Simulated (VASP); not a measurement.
# Sn: single point with PBEsol

The system is Sn.

```
CELL_PARAMETERS angstrom
-1.96759 1.96759 1.96759
1.96759 -1.96759 1.96759
1.96759 1.96759 -1.96759
ATOMIC_POSITIONS crystal
Sn 0.00000 0.00000 0.00000
```

- Program: VASP 6.6.1
- Task: single point
- Functional: PBEsol
- Potentials or basis: VASP PAW PBE potentials, release 64 (Sn_d)
- Cutoff: 520 eV
- k mesh: 11 × 11 × 11
- Occupations: fermi-dirac, width 0.1 eV
- Spin: no spin polarisation

| Quantity | Value |
| --- | --- |
| Pressure | -5.8 GPa |
| Band gap on the k mesh | zero (band 7 reaches 13.58 eV, above the bottom of band 8 at 4.58 eV) |

Levels at points of the mesh, in eV from the Fermi level:
```csv
k point,band 4,band 5,band 6,band 7,band 8,band 9,band 10,band 11
"(0.00, 0.00, 0.00)",-21.32,-21.32,-10.34,6.93,6.93,6.93,11.84,11.84
```

It took 12 s on 1 thread of Intel(R) Xeon(R) Platinum 8488C (Sapphire Rapids), with other jobs on the host, peak memory 0.16 GiB.

Caveat: the PAW data sets were made with another functional, which shifts forces and pressure a little; spin-orbit coupling is left out, which moves the levels of the heavy elements.
